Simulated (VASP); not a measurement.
# MgO in VASP: a series of runs, part 2 of 2

VASP 6.6.1. Earlier steps stand in the parts before.

## (4) Single point, r2SCAN (epitaxial xy strain +0.5%)

Input file POSCAR:

```
MgO
1.0
    0.0000000000      2.2934156900      2.2658002208
    2.2934156900      0.0000000000      2.2658002208
    2.2934156900      2.2934156900      0.0000000000
Mg O
1 1
Direct
    0.0000000000      0.0000000000      0.0000000000
    0.2500000000      0.2500000000      0.2500000000
```

Input file INCAR.step1:

```
  PREC = Accurate
  ENCUT = 520
  ISMEAR = 0
  SIGMA = 0.01
  LREAL = F
  LASPH = T
  NELM = 60
  NBANDS = 11
  GGA = PE
  ALGO = Normal
  EDIFF = 1E-4
  LWAVE = T
  LCHARG = F
```

Input file INCAR.step2:

```
  PREC = Accurate
  ENCUT = 520
  EDIFF = 1E-7
  ISMEAR = 0
  SIGMA = 0.01
  LREAL = F
  LASPH = T
  NELM = 60
  ALGO = Normal
  ISIF = 2
  LWAVE = F
  LCHARG = F
  METAGGA = R2SCAN
  LMIXTAU = T
  NBANDS = 11
  ISTART = 1
```

Input file KPOINTS:

```
regular mesh
0
Gamma
  10 10 10
```

Potentials or basis: VASP PAW PBE potentials, release 64 (Mg, O).

On the command line:

```sh
> cat potpaw_PBE.64/Mg/POTCAR potpaw_PBE.64/O/POTCAR > POTCAR
> cp INCAR.step1 INCAR
> mpirun -np 1 vasp_std > vasp.out
> cp INCAR.step2 INCAR
> mpirun -np 1 vasp_std > vasp.out
```

OUTCAR:

```text
PREC = Accurate
   ENCUT = 520
   EDIFF = 1E-7
   ISMEAR = 0
   LREAL = F
   LASPH = T
   NELM = 60
   ISIF = 2
   METAGGA = R2SCAN
   ISTART = 1

 ion  position               nearest neighbor table
   1  0.000  0.000  0.000-   2 1.98   2 1.98   2 1.98   2 1.98
   2  0.250  0.250  0.250-   1 1.98   1 1.98   1 1.98   1 1.98

  LATTYP: Found a body centered tetragonal cell.
 ALAT       =     3.2433795730
 C/A-ratio  =     1.3971847388

  Lattice vectors:

 A1 = (   0.0000000000,  -2.2934156900,  -2.2658002208)
 A2 = (   0.0000000000,   2.2934156900,  -2.2658002208)
 A3 = (   2.2934156900,   0.0000000000,   2.2658002208)

Analysis of symmetry for initial positions (statically):
=====================================================================
 Subroutine PRICEL returns:
 Original cell was already a primitive cell.

 Routine SETGRP: Setting up the symmetry group for a
 body centered tetragonal supercell.

 Subroutine GETGRP returns: Found  8 space group operations
 (whereof  8 operations were pure point group operations)
 out of a pool of 16 trial point group operations.

The static configuration has the point symmetry D_2d.

Analysis of symmetry for dynamics (positions and initial velocities):
=====================================================================
 Subroutine PRICEL returns:
 Original cell was already a primitive cell.

 Routine SETGRP: Setting up the symmetry group for a
 body centered tetragonal supercell.

 Subroutine GETGRP returns: Found  8 space group operations
 (whereof  8 operations were pure point group operations)
 out of a pool of 16 trial point group operations.

The dynamic configuration has the point symmetry D_2d.

 Subroutine INISYM returns: Found  8 space group operations
 (whereof  8 operations are pure point group operations),
 and found     1 'primitive' translations

----------------------------------------------------------------------------------------

                                     Primitive cell

  volume of cell :      23.8351

  direct lattice vectors                    reciprocal lattice vectors
     0.000000000  2.293415690  2.265800221    -0.218015427  0.218015427  0.220672589
     2.293415690  0.000000000  2.265800221     0.218015427 -0.218015427  0.220672589
     2.293415690  2.293415690  0.000000000     0.218015427  0.218015427 -0.220672589

  length of vectors
     3.223911625  3.223911625  3.243379573     0.379154116  0.379154116  0.379154116

  position of ions in fractional coordinates (direct lattice)
     0.000000000  0.000000000  0.000000000
     0.250000000  0.250000000  0.250000000

  ion indices of the primitive-cell ions
   primitive index   ion index
                 1           1
                 2           2

----------------------------------------------------------------------------------------

 KPOINTS: regular mesh

Automatic generation of k-mesh.
 Grid dimensions read from file:
 generate k-points for:   10   10   10

 Generating k-lattice:

  Cartesian coordinates                     Fractional coordinates (reciprocal lattice)
[... 21 lines left out ...]
  0.400000 -0.000000  0.000000      8.000000
  0.500000 -0.000000  0.000000      4.000000
[... 16 lines left out ...]
  0.300000  0.300000  0.000000      2.000000
  0.400000  0.300000  0.000000      8.000000
 [... further k-points ...]
   k-points           NKPTS =    102   k-points in BZ     NKDIM =    102   number of bands    NBANDS=     11
   number of dos      NEDOS =    301   number of ions     NIONS =      2
   total plane-waves  NPLWV =  13824
   dimension x,y,z NGX =    24 NGY =   24 NGZ =   24
   dimension x,y,z NGXF=    48 NGYF=   48 NGZF=   48
   ions per type =               1   1
   NGX,Y,Z   is equivalent  to a cutoff of  12.38, 12.38, 12.30 a.u.
   NGXF,Y,Z  is equivalent  to a cutoff of  24.75, 24.75, 24.60 a.u.
 SYSTEM =  unknown system
   PREC   = accura    normal or accurate (medium, high low for compatibility)
   ISTART =      1    job   : 0-new  1-cont  2-samecut
   ICHARG =      0    charge: 1-file 2-atom 10-const
   ISPIN  =      1    spin polarized calculation?
   LNONCOLLINEAR =      F non collinear calculations
   LSORBIT =      F    spin-orbit coupling
   LASPH  =      T    aspherical Exc in radial PAW
   ENCUT  =  520.0 eV  38.22 Ry    6.18 a.u.   5.99  5.99  6.03*2*pi/ulx,y,z
   NELM   =     60;   NELMIN=  2; NELMDL=  0     # of ELM steps
   EDIFF  = 0.1E-06   stopping-criterion for ELM
   LREAL  =      F    real-space projection
   EDIFFG = 0.1E-05   stopping-criterion for IOM
   NSW    =      0    number of steps for IOM
   IBRION =     -1    ionic relax: 0-MD 1-quasi-New 2-CG
   NFREE  =      0    steps in history (QN), initial steepest desc. (CG)
   ISIF   =      2    stress and relaxation
   ISYM   =      2    0-nonsym 1-usesym 2-fastsym
   POTIM  = 0.5000    time-step for ionic-motion
   TEBEG  =    0.0;   TEEND  =   0.0 temperature during run
   PSTRESS=    0.0 pullay stress
   NELECT =       8.0000    total number of electrons
   NUPDOWN=      -1.0000    fix difference up-down
   EMIN   =  10.00;   EMAX   =-10.00  energy-range for DOS
   EFERMI =   0.00;   METHOD = LEGACY
   ISMEAR =     0;   SIGMA  =   0.01  broadening in eV -4-tet -1-fermi 0-gaus
   EFERMI_NEDOS =   21; number of points for ismear=-14 and -15
   IALGO  =     38    algorithm
   IMIX   =      4    mixing-type and parameters
     AMIX     =   0.40;   BMIX     =  1.00
     AMIX_MAG =   1.60;   BMIX_MAG =  1.00
  volume/ion in A,a.u.               =      11.92        80.42
  Fermi-wavevector in a.u.,A,eV,Ry     =   1.137712  2.149964 17.611234  1.294389
  Thomas-Fermi vector in A             =   2.274417
   LORBIT       =      0    0 simple, 1 ext, 2 COOP (PROOUT), +10 PAW based schemes
   METAGGA = R2SCAN    functional components
   LHFCALC =     F    Hartree Fock is set to
   AEXX    =    0.0000 exact exchange contribution
   IVDW    =     0    specifies the selected vdW correction
   LEPSILON=     F    determine dielectric tensor
   LRPA    =     F    only Hartree local field effects (RPA)
 non-spin polarized calculation
 Gauss-broadening in eV      SIGMA  =   0.01
  energy-cutoff  :      520.00
  volume of cell :       23.84
 maximum number of plane-waves:       654
   NGX = 11   NGY = 11   NGZ = 13

 number of electron       8.0000006 magnetization

 Free energy of the ion-electron system (eV)
  ---------------------------------------------------
  ext. energy  EPLUGINS =         0.00000000
  ---------------------------------------------------
  free energy    TOTEN  =       -15.85334061 eV

  energy without entropy =      -15.85334061  energy(sigma->0) =      -15.85334061

 E-fermi :   0.4720     XC(G=0): -10.1527

 val. band max:        0.3636181958   @ k =   0.0000   0.0000   0.0000
 cond. band min:       4.6511805670   @ k =   0.0000   0.0000   0.0000
 fundamental gap:      4.2875623712
 Fermi energy:         0.4719540555

 k-point     1 :       0.0000    0.0000    0.0000
  band No.  band energies     occupation
      1     -16.4775      2.00000
      2       0.3386      2.00000
      3       0.3386      2.00000
      4       0.3636      2.00000
      5       4.6512      0.00000
      6      18.2295      0.00000
      7      18.2339      0.00000
      8      18.2339      0.00000
      9      21.5219      0.00000
     10      21.7075      0.00000
     11      21.7075      0.00000
[... 309 lines left out ...]
 k-point    24 :       0.4000    0.3000    0.0000
  band No.  band energies     occupation
      1     -15.8047      2.00000
      2      -1.8784      2.00000
      3      -0.3696      2.00000
      4      -0.2583      2.00000
      5       7.9133      0.00000
      6      12.9272      0.00000
      7      15.2968      0.00000
      8      17.6647      0.00000
      9      18.1127      0.00000
     10      24.7109      0.00000
     11      25.0364      0.00000

 [... further k-points ...]

------------------------ aborting loop because EDIFF is reached ----------------------------------------

  FORCE on cell =-STRESS in cart. coord.  units (eV):
  Direction    XX          YY          ZZ          XY          YZ          ZX
  --------------------------------------------------------------------------------------
  -------------------------------------------------------------------------------------
  Total       -0.1631844     -0.1631844     -0.0855145      0.0000000      0.0000000      0.0000000
  in kB      -10.9691270    -10.9691270     -5.7482151      0.0000000      0.0000000      0.0000000
  external PRESSURE =      -9.2288231 kB  Pullay stress =       0.0000000 kB

 VOLUME and BASIS-vectors are now :
 -----------------------------------------------------------------------------
  energy-cutoff  :      520.00
  volume of cell :       23.84
      direct lattice vectors                 reciprocal lattice vectors
     0.000000000  2.293415690  2.265800221    -0.218015427  0.218015427  0.220672589
     2.293415690  0.000000000  2.265800221     0.218015427 -0.218015427  0.220672589
     2.293415690  2.293415690  0.000000000     0.218015427  0.218015427 -0.220672589

 POSITION                                       TOTAL-FORCE (eV/Angst)
 -----------------------------------------------------------------------------------
      0.00000      0.00000      0.00000         0.000000      0.000000      0.000000
      1.14671      1.14671      1.13290        -0.000000     -0.000000      0.000000
 -----------------------------------------------------------------------------------
    total drift:                                0.000005      0.000005     -0.000002

  FREE ENERGIE OF THE ION-ELECTRON SYSTEM (eV)
  ---------------------------------------------------
  free  energy   TOTEN  =       -15.8533406076 eV

  energy  without entropy=      -15.8533406076  energy(sigma->0) =      -15.85334061
```

OUTCAR.step1:

```text
PREC = Accurate
   ENCUT = 520
   ISMEAR = 0
   LREAL = F
   LASPH = T
[... 557 lines left out ...]
 -----------------------------------------------------------------------------------
      0.00000      0.00000      0.00000         0.000000      0.000000      0.000000
      1.14671      1.14671      1.13290        -0.000000     -0.000000     -0.000000
 -----------------------------------------------------------------------------------
    total drift:                               -0.000001     -0.000001     -0.000001

  FREE ENERGIE OF THE ION-ELECTRON SYSTEM (eV)
  ---------------------------------------------------
  free  energy   TOTEN  =       -11.6945226902 eV

  energy  without entropy=      -11.6945226902  energy(sigma->0) =      -11.69452269
```

OSZICAR.step1:

```text
N       E                     dE             d eps       ncg     rms          rms(c)
DAV:   1     0.146996749313E+02    0.14700E+02   -0.44893E+03  2540   0.631E+02
DAV:   2    -0.131788037701E+02   -0.27878E+02   -0.27400E+02  2558   0.133E+02
DAV:   3    -0.138698171590E+02   -0.69101E+00   -0.69058E+00  2766   0.191E+01
DAV:   4    -0.138720331154E+02   -0.22160E-02   -0.22159E-02  2466   0.125E+00
DAV:   5    -0.138720428770E+02   -0.97616E-05   -0.97616E-05  2660   0.803E-02    0.833E+00
DAV:   6    -0.117281981299E+02    0.21438E+01   -0.13583E+01  2493   0.192E+01    0.278E+00
DAV:   7    -0.116995646696E+02    0.28633E-01   -0.11802E-01  2403   0.266E+00    0.153E+00
DAV:   8    -0.116953787903E+02    0.41859E-02   -0.47463E-02  2406   0.241E+00    0.357E-01
DAV:   9    -0.116946188899E+02    0.75990E-03   -0.77769E-04  2660   0.195E-01    0.233E-01
DAV:  10    -0.116945172059E+02    0.10168E-03   -0.15285E-03  2448   0.289E-01    0.122E-02
DAV:  11    -0.116945226902E+02   -0.54843E-05   -0.18374E-05  1227   0.278E-02
   1 F= -.11694523E+02 E0= -.11694523E+02  d E =-.109393E-45
```

Wall time 84 s (1 thread of Intel Xeon Platinum 8259CL at 2.50GHz (Skylake/Cascade Lake), shared host); peak memory 0.16 GiB.

Results:

```yaml
Free_energy: -15.8533 eV
Pressure: -0.9 GPa
Band_gap_on_the_k_mesh: 4.29 eV, direct
```

Stress tensor (GPa, compression positive):
```
-1.10  0.00  0.00
 0.00 -1.10  0.00
 0.00  0.00 -0.57
```

Levels at points of the mesh, in eV from the valence-band top:
```
           k point  band 1  band 2  band 3  band 4  band 5  band 6  band 7  band 8
(0.00, 0.00, 0.00)  -16.84   -0.02   -0.02    0.00    4.29   17.87   17.87   17.87
(0.50, 0.00, 0.00)  -16.20   -3.03   -0.23   -0.17    9.59   10.50   15.40   15.62
(0.50, 0.50, 0.00)  -16.00   -2.48   -0.80   -0.80    6.92   12.43   15.33   17.67
(0.50, 0.00, 0.50)  -16.01   -2.53   -0.75   -0.74    6.92   12.45   15.23   17.67
```

Caveat: the cell differs from its parent crystal (epitaxial xy strain +0.5%); the PAW data sets were made with another functional, which shifts forces and pressure a little.

## (5) Single point, r2SCAN (uniaxial z strain +2.0%)

Input file POSCAR:

```
MgO
1.0
    0.0000000000      2.2820056617      2.3276457750
    2.2820056617      0.0000000000      2.3276457750
    2.2820056617      2.2820056617      0.0000000000
Mg O
1 1
Direct
    0.0000000000      0.0000000000      0.0000000000
    0.2500000000      0.2500000000      0.2500000000
```

Input file INCAR.step1:

```
SYSTEM = MgO
  PREC = Accurate
  ENCUT = 520
  ISMEAR = 0
  SIGMA = 0.01
  LREAL = .FALSE.
  LASPH = .TRUE.
  NELM = 100
  NBANDS = 11
  GGA = PE
  ALGO = Normal
  EDIFF = 1E-4
  LWAVE = .TRUE.
  LCHARG = .FALSE.
```

Input file INCAR.step2:

```
SYSTEM = MgO
  PREC = Accurate
  ENCUT = 520
  EDIFF = 1E-6
  ISMEAR = 0
  SIGMA = 0.01
  LREAL = .FALSE.
  LASPH = .TRUE.
  NELM = 100
  ALGO = Normal
  ISIF = 2
  LWAVE = .FALSE.
  LCHARG = .FALSE.
  METAGGA = R2SCAN
  LMIXTAU = .TRUE.
  NBANDS = 11
  ISTART = 1
```

Input file KPOINTS:

```
Automatic mesh
0
G
  10 10 10
  0 0 0
```

On the command line:

```sh
> cat potpaw_PBE.64/Mg/POTCAR potpaw_PBE.64/O/POTCAR > POTCAR
> cp INCAR.step1 INCAR
> mpirun -np 1 vasp_std > vasp.out
> cp INCAR.step2 INCAR
> mpirun -np 1 vasp_std > vasp.out
```

It took 79 s on 1 thread of Intel Xeon Platinum 8259CL at 2.50GHz (Skylake/Cascade Lake), shared host; peak memory 0.16 GiB.

The run converged. Its results:

* Free energy: -15.8481 eV
* Pressure: -3.0 GPa
* Band gap on the k mesh: 4.19 eV, indirect (the least direct gap lies 2.5 meV higher)

Stress tensor (GPa, compression positive):
```
-2.64  0.00  0.00
 0.00 -2.64  0.00
 0.00  0.00 -3.67
```

Levels at points of the mesh, in eV from the valence-band top:
| k point | band 2 | band 3 | band 4 | band 5 | band 6 | band 7 |
| --- | --- | --- | --- | --- | --- | --- |
| (0.00, 0.00, 0.00) | -0.05 | 0.00 | 0.00 | 4.19 | 17.67 | 17.67 |
| (0.50, 0.00, 0.00) | -2.98 | -0.25 | -0.16 | 9.46 | 10.36 | 15.20 |
| (0.50, 0.50, 0.00) | -2.54 | -0.70 | -0.70 | 6.87 | 12.35 | 14.93 |
| (0.50, 0.00, 0.50) | -2.45 | -0.79 | -0.78 | 6.87 | 12.33 | 15.06 |

Caveat: the cell differs from its parent crystal (uniaxial z strain +2.0%); the PAW data sets were made with another functional, which shifts forces and pressure a little.

## (6) Summary

| level | cell | smearing | gap on the mesh (eV) | pressure (GPa) |
| --- | --- | --- | --- | --- |
| PBE | a = 3.260, b = 3.260, c = 3.227 Å, angles 60.3, 60.3, 59.3°, 2 atoms | fermi-dirac 0.02 eV | 3.51 | 1.0 |
| PBE | a = 3.233 Å, angles 57.2°, 2 atoms | fermi-dirac 0.02 eV | 3.79 | 12.0 |
| r2SCAN | a = 3.224, b = 3.224, c = 3.243 Å, angles 59.8, 59.8, 60.4°, 2 atoms | gaussian 0.01 eV | 4.29 | -0.9 |
| r2SCAN | a = 3.260, b = 3.260, c = 3.227 Å, angles 60.3, 60.3, 59.3°, 2 atoms | gaussian 0.01 eV | 4.19 | -3.0 |

Alike in all rows: task single point; potentials or basis VASP PAW PBE potentials, release 64 (Mg, O); no spin polarisation; k mesh 10 × 10 × 10; cutoff (eV) 520.

Caveats: the PAW data sets were made with another functional, which shifts forces and pressure a little (some runs).

Total energies depend on the potentials used, so only differences within one code and one set of settings carry meaning.
